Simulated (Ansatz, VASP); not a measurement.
# Cu: VASP beside Ansatz

Contents of INCAR:

```
  PREC = Accurate
  ENCUT = 520
  EDIFF = 1E-7
  ISMEAR = 0
  SIGMA = 0.15
  LREAL = False
  LASPH = True
  NELM = 100
  ALGO = Fast
  ISIF = 2
  LWAVE = False
  LCHARG = False
  GGA = PE
  NBANDS = 18
```

The input KPOINTS:

```
Automatic mesh
0
Gamma
  24 24 12
```

POSCAR

```
Cu
1.0
    2.6608015033      0.0000000000      0.0000000000
   -1.3304007516      2.3043216963      0.0000000000
    0.0000000000      0.0000000000      3.9069424500
Cu
2
Direct
    0.3333333333      0.6666666667      0.2500000000
    0.6666666667      0.3333333333      0.7500000000
```

Input for Ansatz:

```yaml
crystal:
  lattice:
    - [2.6608015033, 0.0, 0.0]
    - [-1.3304007516, 2.3043216963, 0.0]
    - [0.0, 0.0, 3.90694245]
  atoms:
    - { symbol: Cu, position: [0.3333333333, 0.6666666667, 0.25] }
    - { symbol: Cu, position: [0.6666666667, 0.3333333333, 0.75] }
basis:
  ecutwfc: 420
kpoints:
  mp_grid: { grid: [24, 24, 12] }
hamiltonian:
  xc: pbe
scf:
  occupations: { method: gaussian, width: 0.15 }
output:
  forces: true
  stress: true
  eigenvalues: true
```

Change from the starting cell: strain +0.050 along x and y, -0.050 along z, atoms carried along.

Alike in both runs: task single point; functional PBE; k mesh 24 × 24 × 12; occupations gaussian, width 0.15 eV; no spin polarisation.

```csv
,VASP,Ansatz
version,VASP 6.6.1,Ansatz 0.2.0
potentials or method,"VASP PAW PBE potentials, release 64 (Cu), cutoff 520 eV","scalar-relativistic, plane waves, PAW"
valence electrons in the cell,22,38
```

```csv
,VASP,Ansatz,Ansatz less VASP
gap on the k mesh at the Fermi level (eV),none,none,-
pressure (GPa),2.3,1.8,-0.55
"traceless stress, the component that is largest in VASP (GPa)",10.40,10.49,+0.096
```

A gap of «none» marks a metal or a gap that the smearing closes. VASP's potentials hold 22 valence electrons a cell and Ansatz's 38, so a difference there can come from the potentials and not from the codes.
